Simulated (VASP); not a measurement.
# Pd3PtSe4 (P4_2/m) in VASP: further runs, part 2 of 2

VASP 6.6.1. The steps go on from the part before.

### 3 Single point, PBE (19.93 Å³/atom)

This run uses another cell than the first one, of 19.93 Å³/atom.

INCAR

```
ALGO     = Normal         # electronic algorithm
EDIFF    = 1E-6           # SCF threshold, eV
ENCUT    = 500            # plane-wave cutoff, eV
GGA      = PE             # functional
GGA_COMPAT= F            
ISIF     = 2              # what is computed and relaxed
ISMEAR   = 0              # smearing method
LASPH    = T              # aspherical terms in the spheres
LCHARG   = F              # write CHGCAR
LREAL    = F              # projectors in reciprocal space
LWAVE    = F              # write WAVECAR
NBANDS   = 78             # bands
NELM     = 120            # most SCF steps
PREC     = Accurate       # precision mode
SIGMA    = 0.1            # smearing width, eV
```

KPOINTS

```
k-points
0
Gamma
  6 6 6
```

POSCAR

```
Pd3PtSe4
1.0
    6.7673187336      0.0000000000      0.0000000000
    0.0000000000      6.7673187336      0.0000000000
    0.0000000000      0.0000000000      6.9636995721
Pd Pt Se
6 2 8
Direct
    0.2600482145      0.5302166508      0.5000000000
    0.7399517855      0.4697833492      0.5000000000
    0.5302166508      0.7399517855      0.0000000000
    0.4697833492      0.2600482145      0.0000000000
    0.0000000000      0.0000000000      0.7500000000
    0.0000000000      0.0000000000      0.2500000000
    0.0000000000      0.5000000000      0.0000000000
    0.5000000000      0.0000000000      0.5000000000
    0.1937566808      0.3078041885      0.7716482803
    0.1937566808      0.3078041885      0.2283517197
    0.8062433192      0.6921958115      0.2283517197
    0.8062433192      0.6921958115      0.7716482803
    0.3078041885      0.8062433192      0.2716482803
    0.3078041885      0.8062433192      0.7283517197
    0.6921958115      0.1937566808      0.7283517197
    0.6921958115      0.1937566808      0.2716482803
```

Potentials or basis: VASP PAW PBE potentials, release 64 (Pd, Pt, Se).

On the command line:

```
> cat potpaw_PBE.64/Pd/POTCAR potpaw_PBE.64/Pt/POTCAR potpaw_PBE.64/Se/POTCAR > POTCAR
> mpirun -np 1 vasp_std > vasp.out
```

OUTCAR:

```text
EDIFF = 1E-6
   ENCUT = 500
   GGA = PE
   ISIF = 2
   ISMEAR = 0
   LASPH = T
   LREAL = F
   NELM = 120
   PREC = Accurate

 ion  position               nearest neighbor table
   1  0.260  0.530  0.500-   9 2.46  10 2.46  13 2.47  14 2.47   2 3.27
   2  0.740  0.470  0.500-  11 2.46  12 2.46  15 2.47  16 2.47   1 3.27
   3  0.530  0.740  0.000-  13 2.46  14 2.46  11 2.47  12 2.47   4 3.27
   4  0.470  0.260  0.000-  15 2.46  16 2.46   9 2.47  10 2.47   3 3.27
   5  0.000  0.000  0.750-   9 2.47  12 2.47  14 2.47  15 2.47
   6  0.000  0.000  0.250-  10 2.47  11 2.47  13 2.47  16 2.47
   7  0.000  0.500  0.000-   9 2.44  10 2.44  11 2.44  12 2.44
[... 2139 lines left out ...]
  in kB       31.6566354     31.6566354     31.8057714     -0.0000022      0.0000000      0.0000000
  external PRESSURE =      31.7063474 kB  Pullay stress =       0.0000000 kB

 VOLUME and BASIS-vectors are now :
 -----------------------------------------------------------------------------
  energy-cutoff  :      500.00
  volume of cell :      318.91
      direct lattice vectors                 reciprocal lattice vectors
     6.767318734  0.000000000  0.000000000     0.147769012  0.000000000  0.000000000
     0.000000000  6.767318734  0.000000000     0.000000000  0.147769012  0.000000000
     0.000000000  0.000000000  6.963699572     0.000000000  0.000000000  0.143601830

 POSITION                                       TOTAL-FORCE (eV/Angst)
 -----------------------------------------------------------------------------------
      1.75983      3.58815      3.48185        -0.001354     -0.001313      0.000000
      5.00749      3.17917      3.48185         0.001354      0.001313     -0.000000
      3.58815      5.00749      0.00000        -0.001313      0.001354     -0.000000
      3.17917      1.75983      0.00000         0.001313     -0.001354     -0.000000
      0.00000      0.00000      5.22277         0.000000     -0.000000      0.000000
      0.00000      0.00000      1.74092        -0.000000      0.000000      0.000000
[... 8 lines left out ...]
      4.68431      1.31121      5.07202        -0.002577     -0.000645      0.007298
      4.68431      1.31121      1.89168        -0.002577     -0.000645     -0.007298
 -----------------------------------------------------------------------------------
    total drift:                               -0.000000      0.000000     -0.000000

  FREE ENERGIE OF THE ION-ELECTRON SYSTEM (eV)
  ---------------------------------------------------
  free  energy   TOTEN  =       -76.6147999747 eV

  energy  without entropy=      -76.6087630698  energy(sigma->0) =      -76.61178152
```

OSZICAR:

```text
N       E                     dE             d eps       ncg     rms          rms(c)
DAV:   1     0.798311321825E+03    0.79831E+03   -0.58633E+04  6864   0.146E+03
DAV:   2    -0.220927708690E+02   -0.82040E+03   -0.77842E+03  7566   0.302E+02
DAV:   3    -0.773519460589E+02   -0.55259E+02   -0.52994E+02  7892   0.727E+01
DAV:   4    -0.786303003269E+02   -0.12784E+01   -0.12708E+01  7676   0.116E+01
DAV:   5    -0.786601288500E+02   -0.29829E-01   -0.29815E-01  8088   0.167E+00    0.240E+01
DAV:   6    -0.769590443756E+02    0.17011E+01   -0.85380E+00  7306   0.149E+01    0.128E+01
DAV:   7    -0.767072322177E+02    0.25181E+00   -0.17133E+00  7272   0.789E+00    0.702E+00
DAV:   8    -0.766296572464E+02    0.77575E-01   -0.31481E-01  7584   0.369E+00    0.112E+00
DAV:   9    -0.766153655183E+02    0.14292E-01   -0.49811E-02  7408   0.166E+00    0.533E-01
DAV:  10    -0.766150553175E+02    0.31020E-03   -0.14054E-02  7380   0.588E-01    0.296E-01
DAV:  11    -0.766149914602E+02    0.63857E-04   -0.26749E-03  7444   0.364E-01    0.124E-01
DAV:  12    -0.766148234300E+02    0.16803E-03   -0.56344E-04  7328   0.206E-01    0.565E-02
DAV:  13    -0.766148002843E+02    0.23146E-04   -0.11030E-04  7610   0.483E-02    0.250E-02
DAV:  14    -0.766147985329E+02    0.17514E-05   -0.17483E-05  7368   0.211E-02    0.111E-02
DAV:  15    -0.766147995957E+02   -0.10628E-05   -0.61344E-06  7000   0.115E-02    0.362E-03
DAV:  16    -0.766147999747E+02   -0.37904E-06   -0.67609E-07  3828   0.634E-03
   1 F= -.76614800E+02 E0= -.76611782E+02  d E =-.603690E-02
```

stdout:

```text
POSCAR found type information on POSCAR PdPtSe
 POSCAR found :  3 types and      16 ions
 scaLAPACK will be used
 LDA part: xc-table for (Slater+PW92), standard interpolation
 POSCAR, INCAR and KPOINTS ok, starting setup
 FFT: planning ... GRIDC
 FFT: planning ... GRID_SOFT
 FFT: planning ... GRID
 WAVECAR not read
 entering main loop
```

It took 24 min on 1 thread of Intel Xeon Platinum 8488C (Sapphire Rapids), shared host; peak memory 0.89 GiB.

Results:

```yaml
Free_energy: -76.6148 eV
Pressure: 3.2 GPa
Largest_force: 0.008 eV/Å
Band_gap_on_the_k_mesh: zero (bands 64 and 65 overlap by 0.23 eV)
```

Forces in eV/Å, atoms in the order of the input:
```
Pd  -0.001 -0.001  0.000
Pd   0.001  0.001  0.000
Pd  -0.001  0.001  0.000
Pd   0.001 -0.001  0.000
Pd   0.000  0.000  0.000
Pd   0.000  0.000  0.000
Pt   0.000  0.000  0.000
Pt   0.000  0.000  0.000
Se  -0.001  0.003 -0.007
Se  -0.001  0.003  0.007
Se   0.001 -0.003  0.007
Se   0.001 -0.003 -0.007
Se   0.003  0.001 -0.007
Se   0.003  0.001  0.007
Se  -0.003 -0.001  0.007
Se  -0.003 -0.001 -0.007
```

Levels at points of the mesh, in eV from the Fermi level:
```csv
k point,band 60,band 61,band 62,band 63,band 64,band 65,band 66,band 67,band 68,band 69
"(0.00, 0.00, 0.00)",-0.73,-0.56,-0.35,-0.35,-0.31,-0.26,2.34,2.50,2.50,2.51
"(0.50, 0.00, 0.00)",-0.42,-0.39,-0.36,-0.25,-0.04,1.15,1.31,1.57,1.60,2.43
"(0.50, 0.50, 0.00)",-0.84,-0.84,-0.61,-0.29,-0.29,0.89,0.98,1.27,1.94,1.94
"(0.00, 0.00, 0.50)",-0.46,-0.41,-0.41,-0.03,-0.03,0.90,0.90,1.66,1.66,2.30
"(0.50, 0.00, 0.50)",-0.71,-0.62,-0.60,-0.33,-0.18,0.43,0.88,1.51,1.56,1.61
"(0.50, 0.50, 0.50)",-0.51,-0.40,-0.40,-0.25,-0.25,0.50,0.50,0.69,0.69,0.80
```

Caveat: the cell stands under pressure; spin-orbit coupling is left out, which moves the levels of the heavy elements.
